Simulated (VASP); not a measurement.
Set up this calculation in VASP 6.6.1, as the native input.

* Task: single point
* Functional: LDA
* Potentials or basis: VASP PAW LDA potentials, release 64 (Si, C)
* Cutoff: 520 eV
* k mesh: 12 × 12 × 4
* Occupations: gaussian, width 0.01 eV
* Spin: no spin polarisation
* Dipole correction: no
* Further INCAR settings: ALGO = Normal; EDIFF = 1e-07; NBANDS = 21

The structure of SiC lies in POSCAR:

```
SiC
1.0
    3.0610638240      0.0000000000      0.0000000000
   -1.5305319120      2.6509590342      0.0000000000
    0.0000000000      0.0000000000      7.4979721413
Si C
3 3
Direct
    0.0000000000      0.0000000000     -0.0000000837
    0.3333333333      0.6666666667      0.3333332496
    0.6666666667      0.3333333333      0.6666665830
    0.0000000000      0.0000000000      0.2500000837
    0.3333333333      0.6666666667      0.5833334170
    0.6666666667      0.3333333333      0.9166667504
```

One way to write it, as run:

INCAR

```
SYSTEM = SiC
  PREC = Accurate
  ENCUT = 520
  EDIFF = 1E-7
  ISMEAR = 0
  SIGMA = 0.01
  LREAL = .False.
  LASPH = .True.
  NELM = 80
  ALGO = Normal
  ISIF = 2
  LWAVE = .False.
  LCHARG = .False.
  NBANDS = 21
```

KPOINTS

```
Automatic mesh
0
Gamma
  12 12 4
  0 0 0
```

Potentials or basis: VASP PAW LDA potentials, release 64 (Si, C).

Command:

```console
$ cat potpaw_LDA.64/Si/POTCAR potpaw_LDA.64/C/POTCAR > POTCAR
$ mpirun -np 1 vasp_std > vasp.out
```

It gave:

The pressure is 0.4 GPa and the band gap on the k mesh is 1.29 eV.

Run time: 68 s on 1 thread of Intel(R) Xeon(R) Platinum 8259CL CPU @ 2.50GHz (Skylake/Cascade Lake) (shared host), peak memory 0.19 GiB.
